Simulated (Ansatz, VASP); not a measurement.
**One calculation of Ga, two programs**

Contents of INCAR:

```
SYSTEM = Ga
PREC = Accurate
ENCUT = 520
EDIFF = 1E-6
ISMEAR = 0
SIGMA = 0.15
LREAL = .False.
LASPH = .True.
NELM = 100
ALGO = Fast
ISIF = 2
LWAVE = .False.
LCHARG = .False.
GGA = PS
NBANDS = 12
```

Contents of KPOINTS:

```
Automatic mesh
0
Gamma
  24 24 24
  0 0 0
```

The input POSCAR:

```
Ga
1.0
   -1.3829400000      1.3829400000      2.2958700000
    1.3829400000     -1.3829400000      2.2958700000
    1.3829400000      1.3829400000     -2.2958700000
Ga
1
Direct
    0.0000000000      0.0000000000      0.0000000000
```

Input for Ansatz:

```yaml
crystal:
  lattice:
    - [-1.38294, 1.38294, 2.29587]
    - [1.38294, -1.38294, 2.29587]
    - [1.38294, 1.38294, -2.29587]
  atoms:
    - { symbol: Ga, position: [0.0, 0.0, 0.0] }
basis:
  ecutwfc: 420
kpoints:
  mp_grid: { grid: [24, 24, 24] }
hamiltonian:
  xc: pbesol
scf:
  occupations: { method: gaussian, width: 0.15 }
output:
  forces: true
  stress: true
  eigenvalues: true
```

Change from the starting cell: strain -0.015 along x and y, +0.030 along z, atoms carried along.

Alike in both runs: task single point; functional PBEsol; k mesh 24 × 24 × 24; occupations gaussian, width 0.15 eV; no spin polarisation.

```csv
,VASP,Ansatz
version,VASP 6.6.1,Ansatz 0.2.0
potentials or method,"VASP PAW PBE potentials, release 64 (Ga_d), cutoff 520 eV","scalar-relativistic, plane waves, PAW"
valence electrons in the cell,13,13
```

Ansatz gave:

| Property | Result |
| --- | --- |
| gap on the k mesh at the Fermi level (eV) | none |
| pressure (GPa) | 0.6 |
| traceless stress, the component that is largest in VASP (GPa) | -0.64 |

Task: What did VASP give for the same quantities?

Result: gap on the k mesh at the Fermi level (eV): none; pressure (GPa): 0.7; traceless stress, the component that is largest in VASP (GPa): -0.65.

VASP's potentials were made for PBE, not for PBEsol. A gap of «none» marks a metal or a gap that the smearing closes. With one functional, cell and mesh, what is left measures potentials, basis and numerics.
